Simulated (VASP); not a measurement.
Input of a VASP 6.6.1 run:

INCAR

```
  PREC = Accurate
  ENCUT = 600
  EDIFF = 1E-6
  ISMEAR = -1
  SIGMA = 0.15
  LREAL = F
  LASPH = T
  NELM = 120
  ALGO = Normal
  ISIF = 2
  LWAVE = F
  LCHARG = T
  GGA = PS
  LELF = T
  LVHAR = T
  NBANDS = 14
  GGA_COMPAT = F
```

File KPOINTS:

```
Automatic mesh
0
Gamma
  10 10 10
```

POSCAR

```
HfN
1.0
    0.0000000000      2.4341396734      2.4341396734
    2.4341396734      0.0000000000      2.4341396734
    2.4341396734      2.4341396734      0.0000000000
Hf N
1 1
Direct
    0.0000000000      0.0000000000      0.0000000000
    0.2500000000      0.2500000000      0.2500000000
```

Potentials or basis: VASP PAW PBE potentials, release 64 (Hf_pv, N).

The run is started by

```bash
$ cat potpaw_PBE.64/Hf_pv/POTCAR potpaw_PBE.64/N/POTCAR > POTCAR
$ mpirun -np 1 vasp_std > vasp.out
```

**Question.** Predict the band gap on the k mesh.

**Answer.** Zero (an odd number of electrons rules out a gap without spin polarisation).

**Question.** What does it give for the pressure?

**Answer.** -0.9 GPa.

Caveat: the PAW data sets were made with another functional, which shifts forces and pressure a little; spin-orbit coupling is left out, which moves the levels of the heavy elements.
